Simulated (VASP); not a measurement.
A run of VASP 6.6.1 is set up as follows.

Contents of INCAR:

```
SYSTEM = AlN
PREC = Accurate
ENCUT = 600
EDIFF = 1E-6
ISMEAR = 0
SIGMA = 0.05
LREAL = .FALSE.
LASPH = .TRUE.
NELM = 120
ALGO = Normal
ISIF = 2
LWAVE = .FALSE.
LCHARG = .FALSE.
GGA = PE
IVDW = 12
NBANDS = 11
GGA_COMPAT = .FALSE.
```

The input KPOINTS:

```
Automatic mesh
0
G
  12 12 12
  0 0 0
```

POSCAR

```
AlN
1.0
    0.0000000000      2.2070910722      2.2070910722
    2.2015871044      0.0055039678      2.2015871044
    2.2015871044      2.2015871044      0.0055039678
Al N
1 1
Direct
    0.0000000000      0.0000000000      0.0000000000
    0.7500000000      0.7500000000      0.7500000000
```

Potentials or basis: VASP PAW PBE potentials, release 64 (Al, N).

Command:

```bash
$ cat potpaw_PBE.64/Al/POTCAR potpaw_PBE.64/N/POTCAR > POTCAR
$ mpirun -np 1 vasp_std > vasp.out
```

Problem. Estimate the pressure.

Solution. -4.5 GPa.

Problem. Predict the band gap on the k mesh.

Solution. 3.29 eV (least direct gap 3.97 eV).

Problem. Predict the dispersion energy per atom.

Solution. -0.263 eV.

Stress tensor (GPa, compression positive):
```
-4.47  0.00  0.00
 0.00 -4.46 -1.07
 0.00 -1.07 -4.46
```

Caveat: three body term missing; the cell stands under tension. A k mesh can miss the band edges.
